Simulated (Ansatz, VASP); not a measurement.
# TaN in VASP and in Ansatz

```
Ta N
1.0
     0.00000    2.19209    2.19209
     2.19209    0.00000    2.19209
     2.19209    2.19209    0.00000
Ta N
1 1
Direct
  0.50000 0.50000 0.50000
  0.00000 0.00000 0.00000
```

Alike in both runs: functional PBE; dispersion D3(BJ); k mesh 16 × 16 × 16; occupations gaussian, width 0.1 eV; no spin polarisation.

Ansatz relaxed the structure, and its values are those at the end. VASP's run is a single point on that final structure, the one shown.

|  | VASP | Ansatz |
| --- | --- | --- |
| version | VASP 6.6.1 | Ansatz 0.2.0 |
| potentials or method | VASP PAW PBE potentials, release 64 (Ta_pv, N), cutoff 520 eV | scalar-relativistic, plane waves, PAW |
| valence electrons in the cell | 16 | 18 |

|  | VASP | Ansatz | Ansatz less VASP |
| --- | --- | --- | --- |
| gap on the k mesh at the Fermi level (eV) | none | none | - |
| pressure (GPa) | 1.1 | 0.0 | -1.11 |

A gap of «none» marks a metal or a gap that the smearing closes. VASP's potentials hold 16 valence electrons a cell and Ansatz's 18, so a difference there can come from the potentials and not from the codes.

Neither program's run includes spin-orbit coupling.
